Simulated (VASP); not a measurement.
# ScAl5 (Cmmm) in VASP: single point with PBE

Aim: the single point of ScAl5 with PBE.

Program: VASP 6.6.1. These are calculated values, not measurements. Logs are shortened: lines on timing, memory, paths and dates and some standing lists are left out, and cuts for length are marked.

## Step 1: The cell of the first run

Symmetry: Cmmm, No. 65, orthorhombic system. The conventional cell has a = 4.083 Å, b = 12.332 Å, c = 4.095 Å, α = 90.00°, β = 90.00°, γ = 90.00°. Within 3.8 Å of Sc (site symmetry mmm) lie 12 Al at 2.89 to 2.93 Å. Within 3.8 Å of Al (site symmetry mmm) lie 4 Sc at 2.89 Å and 8 Al at 2.92 to 2.93 Å. Al (site symmetry m2m) has 10 Al at 2.84 to 2.93 Å and 2 Sc at 2.93 Å within 3.7 Å. Al (site symmetry m2m) has 10 Al at 2.85 to 2.92 Å and 2 Sc at 2.92 Å within 3.8 Å.

## Step 2: Single point, PBE

File POSCAR:

```
ScAl5
1.0
    2.0412915172     -6.1660544765      0.0000000000
    2.0412915172      6.1660544765      0.0000000000
    0.0000000000      0.0000000000      4.0954327800
Sc Al
1 5
Direct
    0.5000000000      0.5000000000      0.5000000000
    0.0000000000      0.0000000000      0.0000000000
    0.3301036908      0.6698963092      0.0000000000
    0.6698963092      0.3301036908      0.0000000000
    0.8307794070      0.1692205930      0.5000000000
    0.1692205930      0.8307794070      0.5000000000
```

File INCAR.step1:

```
SYSTEM = ScAl5
ALGO = Fast ; EDIFF = 1E-7
ENCUT = 520 ; GGA = PE
ISIF = 2 ; ISMEAR = 0
LASPH = .True. ; LCHARG = .True.
LMAXMIX = 4 ; LREAL = .False.
LWAVE = .False. ; NBANDS = 22
NELM = 100 ; PREC = Accurate
SIGMA = 0.1
```

File KPOINTS.step1:

```
k-points
0
Gamma
  10 10 10
  0 0 0
```

File INCAR.step2:

```
SYSTEM = ScAl5
ALGO = Fast ; EDIFF = 1E-7
ENCUT = 520 ; GGA = PE
ICHARG = 11 ; ISIF = 2
ISMEAR = -5 ; LASPH = .True.
LCHARG = .False. ; LMAXMIX = 4
LORBIT = 11 ; LREAL = .False.
LWAVE = .False. ; NBANDS = 22
NEDOS = 2001 ; NELM = 100
PREC = Accurate ; SIGMA = 0.1
```

File KPOINTS.step2:

```
k-points
0
Gamma
  15 15 15
  0 0 0
```

Potentials or basis: VASP PAW PBE potentials, release 64 (Sc_sv, Al).

Started as:

```
$ cat potpaw_PBE.64/Sc_sv/POTCAR potpaw_PBE.64/Al/POTCAR > POTCAR
$ cp INCAR.step1 INCAR
$ cp KPOINTS.step1 KPOINTS
$ mpirun -np 1 vasp_std > vasp.out
$ cp INCAR.step2 INCAR
$ cp KPOINTS.step2 KPOINTS
$ mpirun -np 1 vasp_std > vasp.out
```

OUTCAR:

```text
SYSTEM = ScAl5
   EDIFF = 1E-7
   ENCUT = 520
   GGA = PE
   ICHARG = 11
   ISIF = 2
   ISMEAR = -5
   LASPH = .True.
   LORBIT = 11
   LREAL = .False.
   NELM = 100
   PREC = Accurate

 ion  position               nearest neighbor table
   1  0.500  0.500  0.500-   2 2.89   2 2.89   2 2.89   2 2.89   6 2.92   5 2.92   6 2.92   5 2.92
                             4 2.93   3 2.93   3 2.93   4 2.93
   2  0.000  0.000  0.000-   1 2.89   1 2.89   1 2.89   1 2.89   5 2.92   6 2.92   6 2.92   5 2.92
                             4 2.93   3 2.93   4 2.93   3 2.93
   3  0.330  0.670  0.000-   4 2.84   4 2.84   6 2.85   6 2.85   5 2.89   5 2.89   5 2.89   5 2.89
                             2 2.93   2 2.93   1 2.93   1 2.93
   4  0.670  0.330  0.000-   3 2.84   3 2.84   5 2.85   5 2.85   6 2.89   6 2.89   6 2.89   6 2.89
                             2 2.93   2 2.93   1 2.93   1 2.93
   5  0.831  0.169  0.500-   4 2.85   4 2.85   6 2.85   6 2.85   3 2.89   3 2.89   3 2.89   3 2.89
                             1 2.92   1 2.92   2 2.92   2 2.92
   6  0.169  0.831  0.500-   3 2.85   3 2.85   5 2.85   5 2.85   4 2.89   4 2.89   4 2.89   4 2.89
                             1 2.92   1 2.92   2 2.92   2 2.92

  LATTYP: Found a base centered orthorhombic cell.
 ALAT       =     4.0825830344
 B/A-ratio  =     3.0206633519
 C/A-ratio  =     1.0031474548

  Lattice vectors:

 A1 = (   2.0412915172,  -6.1660544765,   0.0000000000)
 A2 = (   2.0412915172,   6.1660544765,   0.0000000000)
 A3 = (   0.0000000000,   0.0000000000,   4.0954327800)

Analysis of symmetry for initial positions (statically):
=====================================================================
 Subroutine PRICEL returns:
 Original cell was already a primitive cell.

 Routine SETGRP: Setting up the symmetry group for a
 base centered orthorhombic supercell.

 Subroutine GETGRP returns: Found  8 space group operations
 (whereof  8 operations were pure point group operations)
 out of a pool of  8 trial point group operations.

The static configuration has the point symmetry D_2h.

Analysis of symmetry for dynamics (positions and initial velocities):
=====================================================================
 Subroutine PRICEL returns:
 Original cell was already a primitive cell.

 Routine SETGRP: Setting up the symmetry group for a
 base centered orthorhombic supercell.

[... 125 lines left out ...]
   NELECT =      26.0000    total number of electrons
   NUPDOWN=      -1.0000    fix difference up-down
   EMIN   =  10.00;   EMAX   =-10.00  energy-range for DOS
   EFERMI =   0.00;   METHOD = LEGACY
   ISMEAR =    -5;   SIGMA  =   0.10  broadening in eV -4-tet -1-fermi 0-gaus
   EFERMI_NEDOS =   21; number of points for ismear=-14 and -15
   IALGO  =     68    algorithm
   IMIX   =      4    mixing-type and parameters
     AMIX     =   0.40;   BMIX     =  1.00
     AMIX_MAG =   1.60;   BMIX_MAG =  1.00
  volume/ion in A,a.u.               =      17.18       115.95
  Fermi-wavevector in a.u.,A,eV,Ry     =   1.034313  1.954568 14.555552  1.069803
  Thomas-Fermi vector in A             =   2.168602
   LORBIT       =     11    0 simple, 1 ext, 2 COOP (PROOUT), +10 PAW based schemes
   GGA     = PE    functional components
   LHFCALC =     F    Hartree Fock is set to
   AEXX    =    0.0000 exact exchange contribution
   IVDW    =     0    specifies the selected vdW correction
   LEPSILON=     F    determine dielectric tensor
   LRPA    =     F    only Hartree local field effects (RPA)
 non-spin polarized calculation
 RMM-DIIS sequential band-by-band and
 Fermi weights with tetrahedron method with Bloechl corrections
  energy-cutoff  :      520.00
  volume of cell :      103.10
 maximum number of plane-waves:      2803

 number of electron      25.9999999 magnetization

 Free energy of the ion-electron system (eV)
  ---------------------------------------------------
  ext. energy  EPLUGINS =         0.00000000
  ---------------------------------------------------
  free energy    TOTEN  =       -26.43557065 eV

  energy without entropy =      -26.43557065  energy(sigma->0) =      -26.43557065

 E-fermi :   7.4432     XC(G=0): -10.2800

 val. band max:        7.5114023070   @ k =  -0.0667   0.0667   0.4667
 cond. band min:       7.3607382669   @ k =  -0.3333   0.3333   0.3333
 fundamental gap:     -0.1506640401
 Fermi energy:         7.4432186058

 k-point     1 :       0.0000    0.0000    0.0000
  band No.  band energies     occupation
      1     -41.7228      2.00000
      2     -20.4365      2.00000
      3     -20.4128      2.00000
      4     -20.4108      2.00000
      5      -3.0773      2.00000
      6       0.9393      2.00000
[... 589 lines left out ...]
     21      11.4301      0.00000
     22      11.8256      0.00000

 [... further k-points ...]

------------------------ aborting loop because EDIFF is reached ----------------------------------------

  FORCE on cell =-STRESS in cart. coord.  units (eV):
  Direction    XX          YY          ZZ          XY          YZ          ZX
  --------------------------------------------------------------------------------------
  -------------------------------------------------------------------------------------
  Total        0.1404067     -0.0614929     -0.0930377      0.0000000      0.0000000      0.0000000
  in kB        2.1820071     -0.9556384     -1.4458642      0.0000000      0.0000000      0.0000000
  external PRESSURE =      -0.0731652 kB  Pullay stress =       0.0000000 kB

 VOLUME and BASIS-vectors are now :
 -----------------------------------------------------------------------------
  energy-cutoff  :      520.00
  volume of cell :      103.10
      direct lattice vectors                 reciprocal lattice vectors
     2.041291517 -6.166054477  0.000000000     0.244942967 -0.081089131  0.000000000
     2.041291517  6.166054477  0.000000000     0.244942967  0.081089131  0.000000000
     0.000000000  0.000000000  4.095432780     0.000000000  0.000000000  0.244174439

 POSITION                                       TOTAL-FORCE (eV/Angst)
 -----------------------------------------------------------------------------------
      2.04129      0.00000      2.04772         0.000000     -0.000000     -0.000000
      0.00000      0.00000      0.00000        -0.000000     -0.000000     -0.000000
      2.04129      2.09518      0.00000         0.000000      0.024131     -0.000000
      2.04129     -2.09518      0.00000         0.000000     -0.024131      0.000000
      2.04129     -4.07921      2.04772         0.000000      0.020700     -0.000000
      2.04129      4.07921      2.04772         0.000000     -0.020700     -0.000000
 -----------------------------------------------------------------------------------
    total drift:                               -0.000000     -0.000000     -0.000000

  FREE ENERGIE OF THE ION-ELECTRON SYSTEM (eV)
  ---------------------------------------------------
  free  energy   TOTEN  =       -26.4355706454 eV

  energy  without entropy=      -26.4355706454  energy(sigma->0) =      -26.43557065

 total charge

# of ion       s       p       d       tot
------------------------------------------
    1        2.200   6.135   1.247   9.583
    2        0.437   0.354   0.000   0.791
    3        0.419   0.364   0.000   0.782
    4        0.419   0.364   0.000   0.782
    5        0.424   0.346   0.000   0.769
    6        0.424   0.346   0.000   0.769
--------------------------------------------------
tot          4.322   7.908   1.247  13.477
```

OUTCAR.step1:

```text
SYSTEM = ScAl5
   EDIFF = 1E-7
   ENCUT = 520
   GGA = PE
   ISIF = 2
[... 846 lines left out ...]
      2.04129      2.09518      0.00000         0.000000      0.004073     -0.000000
      2.04129     -2.09518      0.00000         0.000000     -0.004073     -0.000000
      2.04129     -4.07921      2.04772         0.000000      0.004563     -0.000000
      2.04129      4.07921      2.04772         0.000000     -0.004563      0.000000
 -----------------------------------------------------------------------------------
    total drift:                               -0.000000     -0.000000     -0.000000

  FREE ENERGIE OF THE ION-ELECTRON SYSTEM (eV)
  ---------------------------------------------------
  free  energy   TOTEN  =       -26.4462775172 eV

  energy  without entropy=      -26.4360608407  energy(sigma->0) =      -26.44116918
```

Run time: 17 min. Hardware: 1 thread of Intel Xeon Platinum 8559C (Emerald Rapids), shared host; peak memory 1 GiB.

Results:

```
Valence electrons inside the program's atomic spheres : Sc 9.58; Al 0.79, 0.78, 0.77 (each value once)
```

Levels at points of the mesh, in eV from the Fermi level:
```
           k point  band 9  band 10  band 11  band 12  band 13  band 14  band 15  band 16  band 17  band 18
(0.00, 0.00, 0.00)   -2.39    -2.26    -0.66    -0.59    -0.58    -0.50     1.40     1.45     1.77     1.80
```
